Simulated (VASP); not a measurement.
Crystal: Si3C.

```
C Si
1.0
     1.66974    0.96402    5.45333
    -1.66974    0.96402    5.45333
     0.00000   -1.92804    5.45333
C Si
1 3
Direct
  0.00000 0.00000 0.00000
  0.50000 0.50000 0.50000
  0.37500 0.37500 0.37500
  0.87500 0.87500 0.87500
```

* Program: VASP 6.6.1
* Task: relaxation of cell and atoms
* Functional: PBE
* Potentials or basis: VASP PAW PBE potentials, release 64 (C, Si)
* Cutoff: 600 eV
* k mesh: 8 × 8 × 8
* Occupations: fermi-dirac, width 0.02 eV
* Spin: no spin polarisation

At the start: pressure 33.5 GPa; volume 13.17 Å³/atom.

Question: How do energy, volume and symmetry change on relaxing?

Answer: Over 21 steps the energy falls by 517.7 meV/atom and the volume is 14.61 Å³/atom (+11.0 %); space group R3m (No. 160, to 0.1 Å) before and after.

Step by step:
```tsv
step	energy change (eV)	largest force (eV/Å)	pressure (GPa)	volume (Å³)
1	0.0000	6.5520	33.49	52.67
2	-0.6923	1.8214	-16.62	76.55
3	-1.8765	1.3040	-4.97	63.78
4	-1.8827	1.4917	-3.86	63.20
5	-1.8831	1.5847	-3.30	62.92
6	-1.9991	0.4021	-0.83	60.94
7	-1.9993	0.4608	-0.71	60.86
8	-2.0489	0.4366	0.34	59.54
9	-2.0506	0.6219	0.91	58.93
10	-2.0513	0.5554	0.76	59.11
11	-2.0650	0.1088	-0.92	59.20
12	-2.0658	0.1648	-1.55	59.24
13	-2.0662	0.0491	-1.30	59.22
14	-2.0665	0.3783	-0.09	58.26
15	-2.0693	0.2041	-0.69	58.71
16	-2.0697	0.1725	0.60	58.22
17	-2.0707	0.0367	0.00	58.44
18	-2.0707	0.0365	-0.01	58.45
19	-2.0708	0.0076	0.02	58.44
20	-2.0708	0.0075	0.02	58.44
21	-2.0708	0.0045	0.00	58.46
```

Final structure:
```cif
data_structure
_symmetry_space_group_name_H-M 'P 1'
_symmetry_Int_Tables_number 1
_cell_length_a 6.2789
_cell_length_b 6.2789
_cell_length_c 6.2789
_cell_angle_alpha 31.059
_cell_angle_beta 31.059
_cell_angle_gamma 31.059
_cell_volume 58.46
loop_
_atom_site_label
_atom_site_type_symbol
_atom_site_fract_x
_atom_site_fract_y
_atom_site_fract_z
_atom_site_occupancy
C1 C 0.99923 0.99923 0.99923 1
Si1 Si 0.49496 0.49496 0.49496 1
Si2 Si 0.36356 0.36356 0.36356 1
Si3 Si 0.89224 0.89224 0.89224 1
```
